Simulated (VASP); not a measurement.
Here is a VASP 6.6.1 calculation.

INCAR

```
SYSTEM = InSe2
ALGO = Normal
EDIFF = 1E-6
ENCUT = 520
GGA = PS
ISIF = 2
ISMEAR = 0
LASPH = .TRUE.
LCHARG = .TRUE.
LELF = .TRUE.
LREAL = .FALSE.
LVHAR = .TRUE.
LWAVE = .FALSE.
NBANDS = 34
NELM = 60
PREC = Accurate
SIGMA = 0.1
```

KPOINTS

```
k-points
0
G
  4 4 2
  0 0 0
```

Contents of POSCAR:

```
InSe2
1.0
    3.8948930000      0.0000000000      0.0000000000
    0.0000000000      3.8948930000      0.0000000000
    0.0000000000      0.0000000000      9.6262310000
In Se
2 4
Direct
    0.0000000000      0.5000000000      0.7064680000
    0.5000000000      0.0000000000      0.2935320000
    0.0000000000      0.5000000000      0.3662120000
    0.5000000000      0.0000000000      0.6337880000
    0.0000000000      0.0000000000      0.0000000000
    0.5000000000      0.5000000000      0.0000000000
```

Potentials or basis: VASP PAW PBE potentials, release 64 (In_d, Se).

Command:

```console
$ cat potpaw_PBE.64/In_d/POTCAR potpaw_PBE.64/Se/POTCAR > POTCAR
$ mpirun -np 1 vasp_std > vasp.out
```

**Question.** What does it give for the pressure?

**Answer.** -3.0 GPa.

**Question.** Predict the largest force.

**Answer.** 0.194 eV/Å.

**Question.** What does it give for the band gap on the k mesh?

**Answer.** Zero (bands 25 and 26 overlap by 2.02 eV).

Stress tensor (GPa, compression positive):
```
-3.42  0.00  0.00
 0.00 -3.42  0.00
 0.00  0.00 -2.09
```

Caveat: the k points lie up to 0.40 Å⁻¹ apart, too coarse for converged energies and pressures of a metal; the PAW data sets were made with another functional, which shifts forces and pressure a little; spin-orbit coupling is left out, which moves the levels of the heavy elements.
